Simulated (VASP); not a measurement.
# ZnS (P1) in VASP: single point with PBE

Aim: the single point of ZnS with PBE.

Everything below comes from runs of VASP 6.6.1. Logs are shortened: lines on timing, memory, paths and dates and some standing lists are left out, and cuts for length are marked.

**1. The cell of the first run**

The typed cell holds 16 atoms: a = 7.611 Å, b = 7.611 Å, c = 6.244 Å, α = 90.00°, β = 90.00°, γ = 120.00°.

**2. Single point, PBE**

The input, INCAR:

```
SYSTEM = ZnS
PREC = Accurate
ENCUT = 520
EDIFF = 1E-7
ISMEAR = -1
SIGMA = 0.039
LREAL = Auto
LASPH = .TRUE.
NELM = 100
ALGO = Normal
ISIF = 2
LWAVE = .FALSE.
LCHARG = .FALSE.
GGA = PE
NBANDS = 86
```

The input, KPOINTS:

```
Automatic mesh
0
G
  3 3 2
  0 0 0
```

The input, POSCAR:

```
ZnS
1.0
    7.6108560439      0.0000000000      0.0000000000
   -3.8054280220      6.5911946786      0.0000000000
    0.0000000000      0.0000000000      6.2440175251
Zn S
8 8
Direct
    0.1656322745      0.3285323990      0.0010592539
    0.3282090539      0.1666256352      0.5090624726
    0.1665964145      0.8353760234      0.0031535786
    0.3335449358      0.6665732412      0.4990735512
    0.6622596207      0.3337944193      0.0064120576
    0.8331381962      0.1685841572      0.5048613312
    0.6709531229      0.8345273153      0.0034380109
    0.8332892137      0.6649163336      0.5081753834
    0.1748813546      0.3388023126      0.3725910426
    0.3305378595      0.1721209971      0.8853980595
    0.1759415333      0.8314175604      0.3786321852
    0.3379784532      0.6647213766      0.8832100451
    0.6659585680      0.3291098360      0.3875514427
    0.8238205379      0.1589233896      0.8723580576
    0.6642800653      0.8317721244      0.3796006322
    0.8408703013      0.6788318686      0.8777814889
```

Potentials or basis: VASP PAW PBE potentials, release 64 (Zn, S).

Launch:

```bash
> cat potpaw_PBE.64/Zn/POTCAR potpaw_PBE.64/S/POTCAR > POTCAR
> mpirun -np 1 vasp_std > vasp.out
```

OUTCAR:

```text
SYSTEM = ZnS
   PREC = Accurate
   ENCUT = 520
   EDIFF = 1E-7
   ISMEAR = -1
   LREAL = Auto
   LASPH = .TRUE.
   NELM = 100
   ISIF = 2
   GGA = PE

 ion  position               nearest neighbor table
   1  0.166  0.329  0.001-  10 2.24   9 2.32  12 2.34  14 2.39
   2  0.328  0.167  0.509-   9 2.31  10 2.35  13 2.35  11 2.36
   3  0.167  0.835  0.003-  16 2.29  10 2.34  11 2.35  12 2.38
   4  0.334  0.667  0.499-  11 2.25   9 2.30  15 2.30  12 2.40
   5  0.662  0.334  0.006-  10 2.31  14 2.37  13 2.38  16 2.41
   6  0.833  0.169  0.505-  13 2.28  14 2.30  15 2.35   9 2.40
[... 8 lines left out ...]
  15  0.664  0.832  0.380-   4 2.30   7 2.35   6 2.35   8 2.35
  16  0.841  0.679  0.878-   3 2.29   7 2.29   8 2.31   5 2.41

  LATTYP: Found a hexagonal cell.
 ALAT       =     7.6108560439
 C/A-ratio  =     0.8204093586

  Lattice vectors:

 A1 = (   7.6108560439,   0.0000000000,   0.0000000000)
 A2 = (  -3.8054280220,   6.5911946786,   0.0000000000)
 A3 = (   0.0000000000,   0.0000000000,   6.2440175251)

Analysis of symmetry for initial positions (statically):
=====================================================================
 Subroutine PRICEL returns:
 Original cell was already a primitive cell.

 Routine SETGRP: Setting up the symmetry group for a
 hexagonal supercell.

 Subroutine GETGRP returns: Found  1 space group operations
 (whereof  1 operations were pure point group operations)
 out of a pool of 24 trial point group operations.

The static configuration has the point symmetry C_1 .

Analysis of symmetry for dynamics (positions and initial velocities):
=====================================================================
 Subroutine PRICEL returns:
 Original cell was already a primitive cell.

 Routine SETGRP: Setting up the symmetry group for a
 hexagonal supercell.

 Subroutine GETGRP returns: Found  1 space group operations
 (whereof  1 operations were pure point group operations)
 out of a pool of 24 trial point group operations.

The dynamic configuration has the point symmetry C_1 .

 Subroutine INISYM returns: Found  1 space group operations
 (whereof  1 operations are pure point group operations),
 and found     1 'primitive' translations

----------------------------------------------------------------------------------------

                                     Primitive cell

  volume of cell :     313.2289

  direct lattice vectors                    reciprocal lattice vectors
     7.610856044  0.000000000  0.000000000     0.131391265  0.075858782  0.000000000
    -3.805428022  6.591194679  0.000000000     0.000000000  0.151717564  0.000000000
     0.000000000  0.000000000  6.244017525     0.000000000  0.000000000  0.160153298

  length of vectors
     7.610856044  7.610856044  6.244017525     0.151717564  0.151717564  0.160153298

  position of ions in fractional coordinates (direct lattice)
     0.165632274  0.328532399  0.001059254
     0.328209054  0.166625635  0.509062473
     0.166596414  0.835376023  0.003153579
     0.333544936  0.666573241  0.499073551
     0.662259621  0.333794419  0.006412058
     0.833138196  0.168584157  0.504861331
[... 8 lines left out ...]
     0.664280065  0.831772124  0.379600632
     0.840870301  0.678831869  0.877781489

  ion indices of the primitive-cell ions
   primitive index   ion index
                 1           1
                 2           2
                 3           3
                 4           4
                 5           5
                 6           6
[... 8 lines left out ...]
                15          15
                16          16

----------------------------------------------------------------------------------------

 KPOINTS: Automatic mesh

Automatic generation of k-mesh.
 Grid dimensions read from file:
 generate k-points for:    3    3    2

 Generating k-lattice:

  Cartesian coordinates                     Fractional coordinates (reciprocal lattice)
     0.043797088  0.025286261  0.000000000     0.333333333  0.000000000  0.000000000
     0.000000000  0.050572521  0.000000000     0.000000000  0.333333333  0.000000000
     0.000000000  0.000000000  0.080076649     0.000000000  0.000000000  0.500000000

  Length of vectors
     0.050572521  0.050572521  0.080076649

  Shift w.r.t. Gamma in fractional coordinates (k-lattice)
     0.000000000  0.000000000  0.000000000

 Subroutine IBZKPT returns following result:
 ===========================================

 Found     10 irreducible k-points:

 Following reciprocal coordinates:
            Coordinates               Weight
  0.000000  0.000000  0.000000      1.000000
  0.333333 -0.000000  0.000000      2.000000
  0.000000  0.333333  0.000000      2.000000
 -0.333333  0.333333  0.000000      2.000000
  0.333333  0.333333  0.000000      2.000000
  0.000000  0.000000  0.500000      1.000000
  0.333333 -0.000000  0.500000      2.000000
  0.000000  0.333333  0.500000      2.000000
 -0.333333  0.333333  0.500000      2.000000
  0.333333  0.333333  0.500000      2.000000
   k-points           NKPTS =     10   k-points in BZ     NKDIM =     10   number of bands    NBANDS=     86
   number of dos      NEDOS =    301   number of ions     NIONS =     16
   total plane-waves  NPLWV = 172800
   dimension x,y,z NGX =    60 NGY =   60 NGZ =   48
   dimension x,y,z NGXF=   120 NGYF=  120 NGZF=   96
   ions per type =               8   8
   NGX,Y,Z   is equivalent  to a cutoff of  13.11, 13.11, 12.78 a.u.
   NGXF,Y,Z  is equivalent  to a cutoff of  26.21, 26.21, 25.56 a.u.
 SYSTEM =  ZnS
   PREC   = accura    normal or accurate (medium, high low for compatibility)
   ISTART =      0    job   : 0-new  1-cont  2-samecut
   ICHARG =      2    charge: 1-file 2-atom 10-const
   ISPIN  =      1    spin polarized calculation?
   LNONCOLLINEAR =      F non collinear calculations
   LSORBIT =      F    spin-orbit coupling
   LASPH  =      T    aspherical Exc in radial PAW
   ENCUT  =  520.0 eV  38.22 Ry    6.18 a.u.  14.15 14.15 11.61*2*pi/ulx,y,z
   NELM   =    100;   NELMIN=  2; NELMDL= -5     # of ELM steps
   EDIFF  = 0.1E-06   stopping-criterion for ELM
   LREAL  =      T    real-space projection
   EDIFFG = 0.1E-05   stopping-criterion for IOM
   NSW    =      0    number of steps for IOM
   IBRION =     -1    ionic relax: 0-MD 1-quasi-New 2-CG
   NFREE  =      0    steps in history (QN), initial steepest desc. (CG)
   ISIF   =      2    stress and relaxation
   ISYM   =      2    0-nonsym 1-usesym 2-fastsym
   POTIM  = 0.5000    time-step for ionic-motion
   TEBEG  =    0.0;   TEEND  =   0.0 temperature during run
   PSTRESS=    0.0 pullay stress
   NELECT =     144.0000    total number of electrons
   NUPDOWN=      -1.0000    fix difference up-down
   EMIN   =  10.00;   EMAX   =-10.00  energy-range for DOS
   EFERMI =   0.00;   METHOD = LEGACY
   ISMEAR =    -1;   SIGMA  =   0.04  broadening in eV -4-tet -1-fermi 0-gaus
   EFERMI_NEDOS =   21; number of points for ismear=-14 and -15
   IALGO  =     38    algorithm
   IMIX   =      4    mixing-type and parameters
     AMIX     =   0.40;   BMIX     =  1.00
     AMIX_MAG =   1.60;   BMIX_MAG =  1.00
  volume/ion in A,a.u.               =      19.58       132.11
  Fermi-wavevector in a.u.,A,eV,Ry     =   1.263500  2.387668 21.720762  1.596431
  Thomas-Fermi vector in A             =   2.396853
   LORBIT       =      0    0 simple, 1 ext, 2 COOP (PROOUT), +10 PAW based schemes
   GGA     = PE    functional components
   LHFCALC =     F    Hartree Fock is set to
   AEXX    =    0.0000 exact exchange contribution
   IVDW    =     0    specifies the selected vdW correction
   LEPSILON=     F    determine dielectric tensor
   LRPA    =     F    only Hartree local field effects (RPA)
 non-spin polarized calculation
  energy-cutoff  :      520.00
  volume of cell :      313.23
 maximum number of plane-waves:      8484
 NGX is ok and might be reduce to    60
   NGX = 29   NGY = 29   NGZ = 23

 number of electron     144.0000011 magnetization

 Free energy of the ion-electron system (eV)
  ---------------------------------------------------
  ext. energy  EPLUGINS =         0.00000000
  ---------------------------------------------------
  free energy    TOTEN  =       -54.48315117 eV

  energy without entropy =      -54.48315117  energy(sigma->0) =      -54.48315117

 E-fermi :   3.0676     XC(G=0):  -9.6594

 val. band max:        2.2115734069   @ k =   0.0000   0.0000   0.0000
 cond. band min:       4.4038686051   @ k =   0.0000   0.0000   0.0000
 fundamental gap:      2.1922951982
 Fermi energy:         3.0676312228

 k-point     1 :       0.0000    0.0000    0.0000
  band No.  band energies     occupation
      1     -11.0412      2.00000
      2     -10.1935      2.00000
      3     -10.1479      2.00000
      4     -10.0802      2.00000
      5     -10.0227      2.00000
      6      -9.8010      2.00000
[... 76 lines left out ...]
     83       7.4418      0.00000
     84       8.4866      0.00000

 k-point     2 :       0.3333   -0.0000    0.0000
  band No.  band energies     occupation
      1     -10.8608      2.00000
      2     -10.4336      2.00000
      3     -10.1335      2.00000
      4     -10.1223      2.00000
      5      -9.9738      2.00000
      6      -9.8120      2.00000
[... 685 lines left out ...]
     83       7.9456      0.00000
     84       8.0052      0.00000

 k-point    10 :       0.3333    0.3333    0.5000
  band No.  band energies     occupation
      1     -10.3745      2.00000
      2     -10.2699      2.00000
      3     -10.2164      2.00000
      4     -10.1957      2.00000
      5     -10.1154      2.00000
      6     -10.1031      2.00000
[... 76 lines left out ...]
     83       7.9950      0.00000
     84       8.0455      0.00000
 [bands above 84 left out]

------------------------ aborting loop because EDIFF is reached ----------------------------------------

  FORCE on cell =-STRESS in cart. coord.  units (eV):
  Direction    XX          YY          ZZ          XY          YZ          ZX
  --------------------------------------------------------------------------------------
  -------------------------------------------------------------------------------------
  Total        6.0493837      4.8321284      4.6249098     -1.2703908      0.1299907      0.4423480
  in kB       30.9428244     24.7165178     23.6565871     -6.4980966      0.6649074      2.2626265
  external PRESSURE =      26.4386431 kB  Pullay stress =       0.0000000 kB

 VOLUME and BASIS-vectors are now :
 -----------------------------------------------------------------------------
  energy-cutoff  :      520.00
  volume of cell :      313.23
      direct lattice vectors                 reciprocal lattice vectors
     7.610856044  0.000000000  0.000000000     0.131391265  0.075858782  0.000000000
    -3.805428022  6.591194679  0.000000000     0.000000000  0.151717564  0.000000000
     0.000000000  0.000000000  6.244017525     0.000000000  0.000000000  0.160153298

 POSITION                                       TOTAL-FORCE (eV/Angst)
 -----------------------------------------------------------------------------------
      0.01040      2.16542      0.00661        -0.666608      0.273411      0.041079
      1.86387      1.09826      3.17860         0.172629     -0.116578     -0.028326
     -1.91102      5.50613      0.01969         0.439997     -0.041386      0.095884
      0.00197      4.39351      3.11622         0.266451     -0.085981      0.515407
      3.77013      2.20010      0.04004         0.263299      0.220503      0.086762
      5.69936      1.11117      3.15236         0.398424     -0.145601     -0.230512
[... 8 lines left out ...]
      1.89049      5.48237      2.37023         0.470712      0.170537     -0.100677
      3.81650      4.47431      5.48088         0.083979     -0.739939      0.143391
 -----------------------------------------------------------------------------------
    total drift:                                0.000810     -0.000700      0.002620

  FREE ENERGIE OF THE ION-ELECTRON SYSTEM (eV)
  ---------------------------------------------------
  free  energy   TOTEN  =       -54.4831511745 eV

  energy  without entropy=      -54.4831511744  energy(sigma->0) =      -54.48315117
```

It took 4.1 min on 1 thread of Intel Xeon 6975P-C (Granite Rapids), shared host; peak memory 0.49 GiB.

Results:

| Item | Value |
| --- | --- |
| Free energy | -54.4832 eV |
| Pressure | 2.6 GPa |
| Largest force | 0.891 eV/Å |
| Band gap on the k mesh | 2.19 eV |

Forces on the atoms (eV/Å):
```
Zn  -0.667  0.273  0.041
Zn   0.173 -0.117 -0.028
Zn   0.440 -0.041  0.096
Zn   0.266 -0.086  0.515
Zn   0.263  0.221  0.087
Zn   0.398 -0.146 -0.231
Zn  -0.238 -0.089  0.257
Zn   0.101  0.159 -0.304
S   -0.423 -0.463  0.266
S    0.514 -0.398 -0.408
S   -0.853  0.255  0.011
S   -0.413  0.049 -0.356
S   -0.248  0.293 -0.427
S    0.131  0.659  0.438
S    0.471  0.171 -0.101
S    0.084 -0.740  0.143
```

Caveat: the k points lie up to 0.50 Å⁻¹ apart; the atoms stand as in a frame of molecular dynamics. A hybrid or GW would open this gap; PBE tends to underestimate it.
